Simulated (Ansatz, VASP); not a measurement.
## One calculation of C, two programs

```
C
1.0
     0.00000    1.78012    1.78012
     1.78012    0.00000    1.78012
     1.78012    1.78012    0.00000
C
2
Direct
  0.00000 0.00000 0.00000
  0.25000 0.25000 0.25000
```

Alike in both runs: task single point; functional r2SCAN; k mesh 12 × 12 × 12; no spin polarisation.

```csv
,VASP,Ansatz
version,VASP 6.6.1,Ansatz 0.2.0
potentials or method,"VASP PAW PBE potentials, release 64 (C_h)","plane waves, PAW"
plane-wave cutoff (eV),910,500
occupations,"gaussian, width 0.01 eV",fixed
valence electrons in the cell,8,8
```

|  | VASP | Ansatz | Ansatz less VASP |
| --- | --- | --- | --- |
| gap on the k mesh at the Fermi level (eV) | 4.39 | 4.39 | -0.002 |

VASP's potentials were made for PBE, not for r2SCAN.

Noted on VASP's run: the cutoff is under 1.25 times that of the potentials, so the pressure is a little rough.
